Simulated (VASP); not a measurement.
Here is a VASP 6.6.1 calculation.

INCAR

```
SYSTEM = Si
PREC = Accurate
ENCUT = 520
EDIFF = 1E-6
ISMEAR = 0
SIGMA = 0.05
LREAL = .False.
LASPH = .True.
NELM = 60
ALGO = Normal
ISIF = 2
LWAVE = .False.
LCHARG = .False.
GGA = PE
NBANDS = 11
```

Contents of KPOINTS:

```
Automatic mesh
0
Gamma
  10 10 10
  0 0 0
```

File POSCAR:

```
Si
1.0
    0.0000000000      2.6443096124      2.6443096124
    2.6443096124      0.0000000000      2.6443096124
    2.6443096124      2.6443096124      0.0000000000
Si
2
Direct
    0.5000000000      0.5000000000      0.5000000000
    0.7500000000      0.7500000000      0.7500000000
```

Potentials or basis: VASP PAW PBE potentials, release 64 (Si).

Command:

```bash
$ cat potpaw_PBE.64/Si/POTCAR > POTCAR
$ mpirun -np 1 vasp_std > vasp.out
```

(1) What does it give for the band gap on the k mesh?

(2) Estimate the pressure.

## Answers

(1) 0.43 eV, indirect (least direct gap 2.59 eV).

(2) 11.1 GPa.
